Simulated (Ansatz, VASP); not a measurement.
# Two plane-wave programs on Au

```
Au
1.0
     0.00000    3.03776    3.03776
     3.03776    0.00000    3.03776
     3.03776    3.03776    0.00000
Au
2
Direct
  0.00000 0.00000 0.00000
  0.25000 0.25000 0.25000
```

Alike in both runs: functional r2SCAN; k mesh 16 × 16 × 16; occupations gaussian, width 0.1 eV; no spin polarisation.

Ansatz relaxed the structure, and its values are those at the end. VASP's run is a single point on that final structure, the one shown.

|  | VASP | Ansatz |
| --- | --- | --- |
| version | VASP 6.6.1 | Ansatz 0.2.0 |
| potentials or method | VASP PAW PBE potentials, release 64 (Au), cutoff 520 eV | scalar-relativistic, plane waves, PAW |
| valence electrons in the cell | 22 | 38 |

Ansatz gave:

```
gap on the k mesh at the Fermi level (eV) : none
pressure (GPa)                            : 0.0
```

Q: Estimate VASP's values.

A: gap on the k mesh at the Fermi level (eV): none; pressure (GPa): 0.1.

VASP's potentials were made for PBE, not for r2SCAN. A gap of «none» marks a metal or a gap that the smearing closes. VASP's potentials hold 22 valence electrons a cell and Ansatz's 38, so a difference there can come from the potentials and not from the codes.

Spin-orbit coupling is off throughout.
